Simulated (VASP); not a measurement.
# C in VASP: a series of runs

The runs below take C through single point, with PBEsol, LDA, PBE.

All numbers are computed with VASP 6.6.1; they aren't measurements. Logs are shortened: lines on timing, memory, paths and dates and some standing lists are left out, and cuts for length are marked.

### 1 The cell of the first run

The cell holds a slab with vacuum, 2 atoms: a = 2.456 Å, b = 2.456 Å, c = 8.524 Å, α = 90.00°, β = 90.00°, γ = 120.00°.

### 2 Single point, PBEsol

INCAR

```
SYSTEM = C
PREC     = Accurate       ! precision mode
ENCUT    = 600            ! plane-wave cutoff, eV
EDIFF    = 1E-6           ! SCF threshold, eV
ISMEAR   = -5             ! smearing method
SIGMA    = 0.1            ! smearing width, eV
LREAL    = .FALSE.        ! projectors in reciprocal space
LASPH    = .TRUE.         ! aspherical terms in the spheres
NELM     = 120            ! most SCF steps
ALGO     = Normal         ! electronic algorithm
ISIF     = 2              ! what is computed and relaxed
LWAVE    = .FALSE.        ! write WAVECAR
LCHARG   = .TRUE.         ! write CHGCAR
GGA      = PS             ! functional
LELF     = .TRUE.         ! ELF
LVHAR    = .TRUE.       
NBANDS   = 11             ! bands
GGA_COMPAT= .FALSE.
```

KPOINTS

```
Automatic mesh
0
G
  6 6 2
  0 0 0
```

POSCAR

```
C
1.0
    2.4561701622      0.0000000000      0.0000000000
   -1.2280850811      2.1271057565      0.0000000000
    0.0000000000      0.0000000000      8.5238033600
C
2
Direct
    0.3333333333      0.6666666667      0.0000000000
    0.6666666667      0.3333333333      0.0000000000
```

Potentials or basis: VASP PAW PBE potentials, release 64 (C).

Started as:

```bash
> cat potpaw_PBE.64/C/POTCAR > POTCAR
> mpirun -np 1 vasp_std > vasp.out
```

OUTCAR:

```text
SYSTEM = C
   PREC = Accurate
   ENCUT = 600
   EDIFF = 1E-6
   ISMEAR = -5
   LREAL = .FALSE.
   LASPH = .TRUE.
   NELM = 120
   ISIF = 2
   GGA = PS

 ion  position               nearest neighbor table
   1  0.333  0.667  0.000-   2 1.42   2 1.42   2 1.42
   2  0.667  0.333  0.000-   1 1.42   1 1.42   1 1.42

  LATTYP: Found a hexagonal cell.
 ALAT       =     2.4561701622
 C/A-ratio  =     3.4703635323

  Lattice vectors:

 A1 = (   2.4561701622,   0.0000000000,   0.0000000000)
 A2 = (  -1.2280850811,   2.1271057565,   0.0000000000)
 A3 = (   0.0000000000,   0.0000000000,   8.5238033600)

Analysis of symmetry for initial positions (statically):
=====================================================================
 Subroutine PRICEL returns:
 Original cell was already a primitive cell.

 Routine SETGRP: Setting up the symmetry group for a
 hexagonal supercell.

 Subroutine GETGRP returns: Found 24 space group operations
 (whereof 24 operations were pure point group operations)
 out of a pool of 24 trial point group operations.

The static configuration has the point symmetry D_6h.

Analysis of symmetry for dynamics (positions and initial velocities):
=====================================================================
 Subroutine PRICEL returns:
 Original cell was already a primitive cell.

 Routine SETGRP: Setting up the symmetry group for a
 hexagonal supercell.

 Subroutine GETGRP returns: Found 24 space group operations
 (whereof 24 operations were pure point group operations)
 out of a pool of 24 trial point group operations.

The dynamic configuration has the point symmetry D_6h.

 Subroutine INISYM returns: Found 24 space group operations
 (whereof 24 operations are pure point group operations),
 and found     1 'primitive' translations

----------------------------------------------------------------------------------------

                                     Primitive cell

  volume of cell :      44.5329

  direct lattice vectors                    reciprocal lattice vectors
     2.456170162  0.000000000  0.000000000     0.407137916  0.235061185  0.000000000
    -1.228085081  2.127105756  0.000000000     0.000000000  0.470122370  0.000000000
     0.000000000  0.000000000  8.523803360     0.000000000  0.000000000  0.117318521

  length of vectors
     2.456170162  2.456170162  8.523803360     0.470122370  0.470122370  0.117318521

  position of ions in fractional coordinates (direct lattice)
     0.333333333  0.666666667  0.000000000
     0.666666667  0.333333333  0.000000000

  ion indices of the primitive-cell ions
   primitive index   ion index
                 1           1
                 2           2

----------------------------------------------------------------------------------------

 KPOINTS: Automatic mesh

Automatic generation of k-mesh.
 Grid dimensions read from file:
 generate k-points for:    6    6    2

 Generating k-lattice:

  Cartesian coordinates                     Fractional coordinates (reciprocal lattice)
     0.067856319  0.039176864  0.000000000     0.166666667 -0.000000000  0.000000000
     0.000000000  0.078353728  0.000000000     0.000000000  0.166666667  0.000000000
     0.000000000  0.000000000  0.058659260     0.000000000  0.000000000  0.500000000

  Length of vectors
     0.078353728  0.078353728  0.058659260

  Shift w.r.t. Gamma in fractional coordinates (k-lattice)
     0.000000000  0.000000000  0.000000000

 TETIRR: Found     71 inequivalent tetrahedra from      432

 Subroutine IBZKPT returns following result:
 ===========================================

 Found     14 irreducible k-points:

 Following reciprocal coordinates:
            Coordinates               Weight
  0.000000  0.000000  0.000000      1.000000
  0.166667 -0.000000  0.000000      6.000000
  0.333333 -0.000000  0.000000      6.000000
  0.500000 -0.000000  0.000000      3.000000
  0.166667  0.166667  0.000000      6.000000
  0.333333  0.166667  0.000000     12.000000
  0.333333  0.333333  0.000000      2.000000
  0.000000  0.000000  0.500000      1.000000
  0.166667 -0.000000  0.500000      6.000000
  0.333333 -0.000000  0.500000      6.000000
  0.500000 -0.000000  0.500000      3.000000
  0.166667  0.166667  0.500000      6.000000
  0.333333  0.166667  0.500000     12.000000
  0.333333  0.333333  0.500000      2.000000
   k-points           NKPTS =     14   k-points in BZ     NKDIM =     14   number of bands    NBANDS=     11
   number of dos      NEDOS =    301   number of ions     NIONS =      2
   total plane-waves  NPLWV =  28000
   dimension x,y,z NGX =    20 NGY =   20 NGZ =   70
   dimension x,y,z NGXF=    40 NGYF=   40 NGZF=  140
   ions per type =               2
   NGX,Y,Z   is equivalent  to a cutoff of  13.54, 13.54, 13.65 a.u.
   NGXF,Y,Z  is equivalent  to a cutoff of  27.07, 27.07, 27.31 a.u.
 SYSTEM =  C
   PREC   = accura    normal or accurate (medium, high low for compatibility)
   ISTART =      0    job   : 0-new  1-cont  2-samecut
   ICHARG =      2    charge: 1-file 2-atom 10-const
   ISPIN  =      1    spin polarized calculation?
   LNONCOLLINEAR =      F non collinear calculations
   LSORBIT =      F    spin-orbit coupling
   LASPH  =      T    aspherical Exc in radial PAW
   ENCUT  =  600.0 eV  44.10 Ry    6.64 a.u.   4.91  4.91 17.02*2*pi/ulx,y,z
   NELM   =    120;   NELMIN=  2; NELMDL= -5     # of ELM steps
   EDIFF  = 0.1E-05   stopping-criterion for ELM
   LREAL  =      F    real-space projection
   EDIFFG = 0.1E-04   stopping-criterion for IOM
   NSW    =      0    number of steps for IOM
   IBRION =     -1    ionic relax: 0-MD 1-quasi-New 2-CG
   NFREE  =      0    steps in history (QN), initial steepest desc. (CG)
   ISIF   =      2    stress and relaxation
   ISYM   =      2    0-nonsym 1-usesym 2-fastsym
   POTIM  = 0.5000    time-step for ionic-motion
   TEBEG  =    0.0;   TEEND  =   0.0 temperature during run
   PSTRESS=    0.0 pullay stress
   NELECT =       8.0000    total number of electrons
   NUPDOWN=      -1.0000    fix difference up-down
   EMIN   =  10.00;   EMAX   =-10.00  energy-range for DOS
   EFERMI =   0.00;   METHOD = LEGACY
   ISMEAR =    -5;   SIGMA  =   0.10  broadening in eV -4-tet -1-fermi 0-gaus
   EFERMI_NEDOS =   21; number of points for ismear=-14 and -15
   IALGO  =     38    algorithm
   IMIX   =      4    mixing-type and parameters
     AMIX     =   0.40;   BMIX     =  1.00
     AMIX_MAG =   1.60;   BMIX_MAG =  1.00
  volume/ion in A,a.u.               =      22.27       150.26
  Fermi-wavevector in a.u.,A,eV,Ry     =   0.923729  1.745594 11.609511  0.853275
  Thomas-Fermi vector in A             =   2.049397
   LORBIT       =      0    0 simple, 1 ext, 2 COOP (PROOUT), +10 PAW based schemes
   GGA     = PS    functional components
   LHFCALC =     F    Hartree Fock is set to
   AEXX    =    0.0000 exact exchange contribution
   IVDW    =     0    specifies the selected vdW correction
   LEPSILON=     F    determine dielectric tensor
   LRPA    =     F    only Hartree local field effects (RPA)
 non-spin polarized calculation
 Fermi weights with tetrahedron method with Bloechl corrections
  energy-cutoff  :      600.00
  volume of cell :       44.53
 maximum number of plane-waves:      1512
 NGX is ok and might be reduce to    20
   NGX =  9   NGY =  9   NGZ = 35

 number of electron       7.9999999 magnetization

 Free energy of the ion-electron system (eV)
  ---------------------------------------------------
  ext. energy  EPLUGINS =         0.00000000
  ---------------------------------------------------
  free energy    TOTEN  =       -19.22963839 eV

  energy without entropy =      -19.22963839  energy(sigma->0) =      -19.22963839

 E-fermi :  -0.7444     XC(G=0):  -4.9826

 val. band max:       -0.7443456969   @ k =   0.3333   0.3333   0.0000
 cond. band min:      -0.7444823420   @ k =   0.3333   0.3333   0.5000
 fundamental gap:     -0.0001366451
 Fermi energy:        -0.7444430065

 k-point     1 :       0.0000    0.0000    0.0000
  band No.  band energies     occupation
      1     -20.3247      2.00000
      2      -8.4745      2.00000
      3      -3.7456      2.00000
      4      -3.7456      2.00000
      5       2.3531      0.00000
      6       4.7252      0.00000
      7       6.2709      0.00000
      8       7.6165      0.00000
      9       7.6165      0.00000
     10      10.8471      0.00000
     11      12.1285      0.00000

 k-point     2 :       0.1667   -0.0000    0.0000
  band No.  band energies     occupation
      1     -19.6652      2.00000
      2      -7.6863      2.00000
      3      -6.0473      2.00000
      4      -4.8985      2.00000
      5       3.2526      0.00000
      6       5.5996      0.00000
      7       7.0925      0.00000
      8       7.7000      0.00000
      9       8.7383      0.00000
     10      10.1924      0.00000
     11      13.3471      0.00000

 k-point     3 :       0.3333   -0.0000    0.0000
  band No.  band energies     occupation
      1     -17.7189      2.00000
      2     -10.3821      2.00000
      3      -6.5364      2.00000
      4      -5.4391      2.00000
      5       4.2105      0.00000
      6       5.9363      0.00000
      7       7.0424      0.00000
      8       8.2357      0.00000
      9       9.7936      0.00000
     10      15.1581      0.00000
     11      15.2592      0.00000
[... 127 lines left out ...]
 k-point    13 :       0.3333    0.1667    0.5000
  band No.  band energies     occupation
      1     -15.8518      2.00000
      2     -12.1631      2.00000
      3      -8.8333      2.00000
      4      -3.4379      2.00000
      5       1.7921     -0.00000
      6       9.1281      0.00000
      7       9.3062      0.00000
      8       9.4347      0.00000
      9      12.0776      0.00000
     10      13.2928      0.00000
     11      14.7748      0.00000

 k-point    14 :       0.3333    0.3333    0.5000
  band No.  band energies     occupation
      1     -13.3149      2.00000
      2     -13.3149      2.00000
      3     -11.4366      2.00000
      4      -0.7445      1.99998
      5      -0.7445      0.00000
      6       9.7563      0.00000
      7      12.3505      0.00000
      8      12.3505      0.00000
      9      12.9519      0.00000
     10      14.0264      0.00000
     11      14.0264      0.00000

------------------------ aborting loop because EDIFF is reached ----------------------------------------

  FORCE on cell =-STRESS in cart. coord.  units (eV):
  Direction    XX          YY          ZZ          XY          YZ          ZX
  --------------------------------------------------------------------------------------
  -------------------------------------------------------------------------------------
  Total        0.2730582      0.2730582     -0.0343012      0.0000000     -0.0000000     -0.0000000
  in kB        9.8239224      9.8239224     -1.2340676      0.0000000     -0.0000000     -0.0000000
  external PRESSURE =       6.1379257 kB  Pullay stress =       0.0000000 kB

 VOLUME and BASIS-vectors are now :
 -----------------------------------------------------------------------------
  energy-cutoff  :      600.00
  volume of cell :       44.53
      direct lattice vectors                 reciprocal lattice vectors
     2.456170162  0.000000000  0.000000000     0.407137916  0.235061185  0.000000000
    -1.228085081  2.127105756  0.000000000     0.000000000  0.470122370  0.000000000
     0.000000000  0.000000000  8.523803360     0.000000000  0.000000000  0.117318521

 POSITION                                       TOTAL-FORCE (eV/Angst)
 -----------------------------------------------------------------------------------
     -0.00000      1.41807      0.00000         0.000000     -0.000000     -0.000000
      1.22809      0.70904      0.00000        -0.000000      0.000000      0.000000
 -----------------------------------------------------------------------------------
    total drift:                                0.000000     -0.000000     -0.000000

  FREE ENERGIE OF THE ION-ELECTRON SYSTEM (eV)
  ---------------------------------------------------
  free  energy   TOTEN  =       -19.2296383881 eV

  energy  without entropy=      -19.2296383881  energy(sigma->0) =      -19.22963839
```

Wall time 13 s (1 thread of AMD EPYC 7R13 (Zen 3), shared host); peak memory 0.12 GiB.

What came out:

| Item | Value |
| --- | --- |
| Free energy | -19.2296 eV |
| Band gap on the k mesh | zero (filled and empty bands touch) |

Levels at points of the mesh, in eV from the Fermi level:
```
           k point  band 2  band 3  band 4  band 5  band 6  band 7
(0.00, 0.00, 0.00)   -7.73   -3.00   -3.00    3.10    5.47    7.02
(0.50, 0.00, 0.00)  -13.32   -6.44   -2.39    1.66    7.46   11.05
(0.00, 0.00, 0.50)   -7.73   -3.00   -3.00    3.82    3.90    8.36
(0.50, 0.00, 0.50)  -13.32   -6.44   -2.39    1.66    7.46   11.56
```

Caveat: the k points lie up to 0.49 Å⁻¹ apart; the PAW data sets were made with another functional, which shifts forces and pressure a little; tetrahedron occupations give inexact forces and stress in metals.

### 3 Single point, LDA

INCAR

```
SYSTEM = C
PREC     = Accurate       ! precision mode
ENCUT    = 600            ! plane-wave cutoff, eV
EDIFF    = 1E-6           ! SCF threshold, eV
ISMEAR   = 0              ! smearing method
SIGMA    = 0.1            ! smearing width, eV
LREAL    = .False.        ! projectors in reciprocal space
LASPH    = .True.         ! aspherical terms in the spheres
NELM     = 120            ! most SCF steps
ALGO     = Normal         ! electronic algorithm
ISIF     = 2              ! what is computed and relaxed
LWAVE    = .False.        ! write WAVECAR
LCHARG   = .True.         ! write CHGCAR
LELF     = .True.         ! ELF
LVHAR    = .True.       
NBANDS   = 11             ! bands
NELECT   = 8.1          
GGA_COMPAT= .False.
```

KPOINTS

```
Automatic mesh
0
Gamma
  6 6 2
  0 0 0
```

POSCAR is that of step 2.

Potentials or basis: VASP PAW LDA potentials, release 64 (C).

Started as:

```bash
> cat potpaw_LDA.64/C/POTCAR > POTCAR
> mpirun -np 1 vasp_std > vasp.out
```

Run time: 15 s. Hardware: 1 thread of AMD EPYC 7R13 (Zen 3), shared host; peak memory 0.11 GiB.

Results (log left out):

| Item | Value |
| --- | --- |
| Free energy | -20.1669 eV |

Levels at points of the mesh, in eV from the Fermi level:
```
           k point  band 1  band 2  band 3  band 4  band 5  band 6  band 7  band 8
(0.00, 0.00, 0.00)  -19.45   -7.90   -3.04   -3.04    1.67    4.12    5.66    8.30
(0.50, 0.00, 0.00)  -14.11  -13.27   -6.45   -2.50    1.47    7.50    9.73    9.81
(0.00, 0.00, 0.50)  -19.45   -7.90   -3.04   -3.04    2.33    2.60    7.69    8.30
(0.50, 0.00, 0.50)  -14.11  -13.27   -6.45   -2.50    1.47    7.50   10.40   10.45
```

Caveat: the k points lie up to 0.49 Å⁻¹ apart; the cell carries a net charge on a neutralising background, which shifts energy and pressure; the cell is charged against a uniform background, so pressure and absolute levels hang on convention.

### 4 Single point, LDA

INCAR

```
PREC = Accurate ; ENCUT = 600
EDIFF = 1E-6 ; ISMEAR = 0
SIGMA = 0.1 ; LREAL = F
LASPH = T ; NELM = 120
ALGO = Normal ; ISIF = 2
LWAVE = F ; LCHARG = F
GGA = CA ; NBANDS = 11
GGA_COMPAT = F
```

KPOINTS

```
Automatic mesh
0
Gamma
  6 6 2
```

POSCAR is that of step 3.

Started as:

```bash
> cat potpaw_LDA.64/C/POTCAR > POTCAR
> mpirun -np 1 vasp_std > vasp.out
```

Run time: 11 s. Hardware: 1 thread of AMD EPYC 7R13 (Zen 3), shared host; peak memory 0.11 GiB.

Results (log left out):

| Property | Result |
| --- | --- |
| Free energy | -20.1296 eV |
| Band gap on the k mesh | zero (filled and empty bands touch) |

Levels at points of the mesh, in eV from the Fermi level:
```
           k point  band 2  band 3  band 4  band 5  band 6  band 7
(0.00, 0.00, 0.00)   -7.72   -3.03   -3.03    3.13    5.48    7.09
(0.50, 0.00, 0.00)  -13.23   -6.44   -2.38    1.63    7.56   11.05
(0.00, 0.00, 0.50)   -7.72   -3.03   -3.03    3.74    4.06    8.33
(0.50, 0.00, 0.50)  -13.23   -6.44   -2.38    1.63    7.56   11.48
```

Caveat: the k points lie up to 0.49 Å⁻¹ apart.

### 5 Single point, PBE

INCAR

```
ALGO     = Normal         # electronic algorithm
EDIFF    = 1E-6           # SCF threshold, eV
ENCUT    = 600            # plane-wave cutoff, eV
GGA      = PE             # functional
GGA_COMPAT= False        
ISIF     = 2              # what is computed and relaxed
ISMEAR   = 0              # smearing method
LASPH    = True           # aspherical terms in the spheres
LCHARG   = True           # write CHGCAR
LELF     = True           # ELF
LREAL    = False          # projectors in reciprocal space
LVHAR    = True         
LWAVE    = False          # write WAVECAR
NBANDS   = 11             # bands
NELM     = 120            # most SCF steps
PREC     = Accurate       # precision mode
SIGMA    = 0.1            # smearing width, eV
```

KPOINTS

```
k-points
0
Gamma
  6 6 2
```

POSCAR is that of step 4.

Potentials or basis: VASP PAW PBE potentials, release 64 (C).

Started as:

```bash
> cat potpaw_PBE.64/C/POTCAR > POTCAR
> mpirun -np 1 vasp_std > vasp.out
```

It took 15 s on 1 thread of Intel Xeon 8259CL, shared host; peak memory 0.16 GiB.

It converged, with:

```yaml
Free_energy: -18.4014 eV
Band_gap_on_the_k_mesh: zero (filled and empty bands touch)
```

Levels at points of the mesh, in eV from the Fermi level:
```csv
k point,band 1,band 2,band 3,band 4,band 5,band 6,band 7,band 8
"(0.00, 0.00, 0.00)",-19.62,-7.70,-3.04,-3.04,2.95,5.27,6.96,8.38
"(0.50, 0.00, 0.00)",-14.32,-13.32,-6.46,-2.38,1.68,7.48,10.92,11.06
"(0.00, 0.00, 0.50)",-19.62,-7.70,-3.04,-3.04,3.69,3.74,8.38,8.38
"(0.50, 0.00, 0.50)",-14.32,-13.32,-6.46,-2.38,1.68,7.48,11.44,11.63
```

Caveat: the k points lie up to 0.49 Å⁻¹ apart.

### 6 Overview

```csv
level,potentials or basis,smearing,gap on the mesh (eV)
PBEsol,"VASP PAW PBE potentials, release 64 (C)",tetrahedron,none
LDA,"VASP PAW LDA potentials, release 64 (C)",gaussian 0.1 eV,none
PBE,"VASP PAW PBE potentials, release 64 (C)",gaussian 0.1 eV,none
```

Alike in all rows: task single point; no spin polarisation; cell as given; k mesh 6 × 6 × 2; cutoff (eV) 600.

Caveats: all runs use coarse meshes; the PAW data sets were made with another functional, which shifts forces and pressure a little (some runs); tetrahedron occupations give inexact forces and stress in metals (some runs).

Absolute energies hang on the potentials; compare differences alone.
